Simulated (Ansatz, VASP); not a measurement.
SnO in VASP and in Ansatz

File POSCAR:

```
SnO
1.0
    3.2979101338      0.0000000000      0.0000000000
   -1.6489550669      2.8560739553      0.0000000000
    0.0000000000      0.0000000000      9.1463502835
Sn O
2 2
Direct
    0.0000000000      0.0000000000     -0.0062153349
    0.3333333333      0.6666666667      0.4937846651
    0.0000000000      0.0000000000      0.3812158348
    0.3333333333      0.6666666667      0.8812158348
```

The input INCAR.step1:

```
SYSTEM = SnO
  ALGO = Normal
  EDIFF = 1E-4
  ENCUT = 600
  GGA = PE
  ISMEAR = 0
  LASPH = .TRUE.
  LCHARG = .FALSE.
  LREAL = .FALSE.
  LWAVE = .TRUE.
  NELM = 80
  PREC = Accurate
  SIGMA = 0.02
```

File INCAR.step2:

```
SYSTEM = SnO
  ALGO = Normal
  EDIFF = 1E-6
  EDIFFG = -0.01
  ENCUT = 600
  IBRION = 2
  ISIF = 3
  ISMEAR = 0
  ISTART = 1
  LASPH = .TRUE.
  LCHARG = .FALSE.
  LMIXTAU = .TRUE.
  LREAL = .FALSE.
  LWAVE = .FALSE.
  METAGGA = R2SCAN
  NELM = 80
  NSW = 80
  PREC = Accurate
  SIGMA = 0.02
```

The input KPOINTS:

```
k-points
0
G
  12 12 4
  0 0 0
```

Input for Ansatz:

```yaml
crystal:
  lattice:
    - [3.2979101338, 0.0, 0.0]
    - [-1.6489550669, 2.8560739553, 0.0]
    - [0.0, 0.0, 9.1463502835]
  atoms:
    - { symbol: Sn, position: [0.0, 0.0, -0.0062153349] }
    - { symbol: Sn, position: [0.3333333333, 0.6666666667, 0.4937846651] }
    - { symbol: O, position: [0.0, 0.0, 0.3812158348] }
    - { symbol: O, position: [0.3333333333, 0.6666666667, 0.8812158348] }
basis:
  ecutwfc: 500
kpoints:
  mp_grid: { grid: [12, 12, 4] }
hamiltonian:
  xc: r2scan
scf:
  occupations: { method: gaussian, width: 0.02 }
output:
  forces: true
  stress: true
  eigenvalues: true
relax:
  adjacent_minimum: "off"
  f_tol: 0.01
  max_steps: 60
  cell: { stress_tol: 0.1 }
```

Alike in both runs: task relaxation of cell and atoms; functional r2SCAN; k mesh 12 × 12 × 4; occupations gaussian, width 0.02 eV; no spin polarisation.

|  | VASP | Ansatz |
| --- | --- | --- |
| version | VASP 6.6.1 | Ansatz 0.2.0 |
| potentials or method | VASP PAW PBE potentials, release 64 (Sn_d, O), cutoff 600 eV | scalar-relativistic, plane waves, PAW |
| valence electrons in the cell | 40 | 40 |

|  | VASP | Ansatz | Ansatz less VASP |
| --- | --- | --- | --- |
| gap on the k mesh at the Fermi level, each at its own relaxed structure (eV) | 1.58 | 1.63 | +0.047 |
| relaxed volume (Å³/atom) | 21.45 | 21.71 | +0.259 |
| relaxed length of the cell vector where the two differ most in proportion (Å) | 9.080 | 9.213 | +0.1323 |

VASP's potentials were made for PBE, not for r2SCAN.
